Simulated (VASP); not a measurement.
**ZnO: single point with PBE-based screened hybrid with 5 % exact exchange**

Crystal: ZnO.

```xyz
2
Lattice="2.6462 0.0000 0.0000 0.0000 2.6462 0.0000 0.0000 0.0000 2.6462" Properties=species:S:1:pos:R:3 pbc="T T T"
Zn    0.0000    0.0000    0.0000
O     1.3231    1.3231    1.3231
```

| Quantity | Value |
| --- | --- |
| Program | VASP 6.6.1 |
| Task | single point |
| Functional | PBE-based screened hybrid with 5 % exact exchange |
| Potentials or basis | VASP PAW PBE potentials, release 64 (Zn, O) |
| Cutoff | 520 eV |
| k mesh | 4 × 4 × 4 |
| Occupations | fermi-dirac, width 0.02 eV |
| Spin | no spin polarisation |

```yaml
Pressure: 8.7 GPa
Band_gap_on_the_k_mesh: zero (bands 9 and 10 overlap by 0.39 eV)
```

Levels at points of the mesh, in eV from the Fermi level:
```tsv
k point	band 7	band 8	band 9	band 10	band 11	band 12
(0.00, 0.00, 0.00)	-1.34	-1.34	-1.34	-0.42	14.64	14.64
(0.50, 0.00, 0.00)	-4.79	-0.03	-0.03	5.56	7.22	16.39
(0.50, 0.50, 0.00)	-5.25	-5.25	-0.22	3.02	10.80	10.80
(0.50, 0.50, 0.50)	-1.52	-1.52	-1.52	5.80	5.80	5.80
```

Run time: 60 s on 1 thread of Intel(R) Xeon(R) 6975P-C (Granite Rapids), on a shared host, peak memory 0.23 GiB.

Caveat: the k points lie up to 0.59 Å⁻¹ apart; the PAW data sets were made with another functional, which shifts forces and pressure a little.
